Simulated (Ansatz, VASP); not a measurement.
Two plane-wave programs on Cu

Contents of POSCAR:

```
Cu
1.0
   -1.4788631530      1.4788631530      1.3072773775
    1.4788631530     -1.4788631530      1.3072773775
    1.4788631530      1.4788631530     -1.3072773775
Cu
1
Direct
    0.0000000000      0.0000000000      0.0000000000
```

File INCAR.step1:

```
PREC     = Accurate       # precision mode
ENCUT    = 520            # plane-wave cutoff, eV
ISMEAR   = 0              # smearing method
SIGMA    = 0.15           # smearing width, eV
LREAL    = F              # projectors in reciprocal space
LASPH    = T              # aspherical terms in the spheres
NELM     = 80             # most SCF steps
NBANDS   = 12             # bands
GGA      = PE             # functional
ALGO     = Normal         # electronic algorithm
EDIFF    = 1E-4           # SCF threshold, eV
LWAVE    = T              # write WAVECAR
LCHARG   = F              # write CHGCAR
```

File INCAR.step2:

```
PREC     = Accurate       # precision mode
ENCUT    = 520            # plane-wave cutoff, eV
EDIFF    = 1E-7           # SCF threshold, eV
ISMEAR   = 0              # smearing method
SIGMA    = 0.15           # smearing width, eV
LREAL    = F              # projectors in reciprocal space
LASPH    = T              # aspherical terms in the spheres
NELM     = 80             # most SCF steps
ALGO     = Normal         # electronic algorithm
ISIF     = 2              # what is computed and relaxed
LWAVE    = F              # write WAVECAR
LCHARG   = F              # write CHGCAR
METAGGA  = R2SCAN         # meta-GGA
LMIXTAU  = T            
NBANDS   = 12             # bands
ISTART   = 1
```

KPOINTS

```
Automatic mesh
0
Gamma
  24 24 24
```

Input for Ansatz:

```yaml
crystal:
  lattice:
    - [-1.478863153, 1.478863153, 1.3072773775]
    - [1.478863153, -1.478863153, 1.3072773775]
    - [1.478863153, 1.478863153, -1.3072773775]
  atoms:
    - { symbol: Cu, position: [0.0, 0.0, 0.0] }
basis:
  ecutwfc: 500
kpoints:
  mp_grid: { grid: [24, 24, 24] }
hamiltonian:
  xc: r2scan
scf:
  occupations: { method: gaussian, width: 0.15 }
output:
  forces: true
  stress: true
  eigenvalues: true
```

Change from the starting cell: strain +0.025 along x and y, -0.050 along z, atoms carried along.

Alike in both runs: task single point; functional r2SCAN; k mesh 24 × 24 × 24; occupations gaussian, width 0.15 eV; no spin polarisation.

```csv
,VASP,Ansatz
version,VASP 6.6.1,Ansatz 0.2.0
potentials or method,"VASP PAW PBE potentials, release 64 (Cu), cutoff 520 eV","scalar-relativistic, plane waves, PAW"
valence electrons in the cell,11,19
```

|  | VASP | Ansatz | Ansatz less VASP |
| --- | --- | --- | --- |
| gap on the k mesh at the Fermi level (eV) | none | none | - |
| pressure (GPa) | 1.6 | 1.0 | -0.59 |
| traceless stress, the component that is largest in VASP (GPa) | 1.58 | 1.53 | -0.049 |

VASP's potentials were made for PBE, not for r2SCAN. A gap of «none» marks a metal or a gap that the smearing closes. VASP's potentials hold 11 valence electrons a cell and Ansatz's 19, so a difference there can come from the potentials and not from the codes.
